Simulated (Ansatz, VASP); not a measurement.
## TaPb: VASP beside Ansatz

```xyz
2
Lattice="0.0000 2.7983 2.7983 2.7983 0.0000 2.7983 2.7983 2.7983 0.0000" Properties=species:S:1:pos:R:3 pbc="T T T"
Ta    0.0000    0.0000    0.0000
Pb    1.3991    1.3991    1.3991
```

Change from the starting cell: species swapped into the BeSe type (F-43m, No. 216).

Alike in both runs: task relaxation of cell and atoms; functional PBE; k mesh 6 × 6 × 6; occupations gaussian, width 0.1 eV; no spin polarisation.

```csv
,VASP,Ansatz
version,VASP 6.6.1,Ansatz 0.2.0
potentials or method,"VASP PAW PBE potentials, release 64 (Ta_pv, Pb_d), cutoff 600 eV","scalar-relativistic, plane waves, PAW"
valence electrons in the cell,25,27
```

VASP gave:

- gap on the k mesh at the Fermi level, each at its own relaxed structure (eV): none
- relaxed volume (Å³/atom): 33.25
- relaxed cell length with the largest relative difference (Å): 4.547

Q: Estimate Ansatz's values.

A: gap on the k mesh at the Fermi level, each at its own relaxed structure (eV): none; relaxed volume (Å³/atom): 33.02; relaxed cell length with the largest relative difference (Å): 4.537.

A gap of «none» marks a metal or a gap that the smearing closes. VASP's potentials hold 25 valence electrons a cell and Ansatz's 27, so a difference there can come from the potentials and not from the codes.

Spin-orbit coupling is off throughout. Noted on VASP's run: the volume moved by over 15 % at a fixed basis, so the end points are rough.
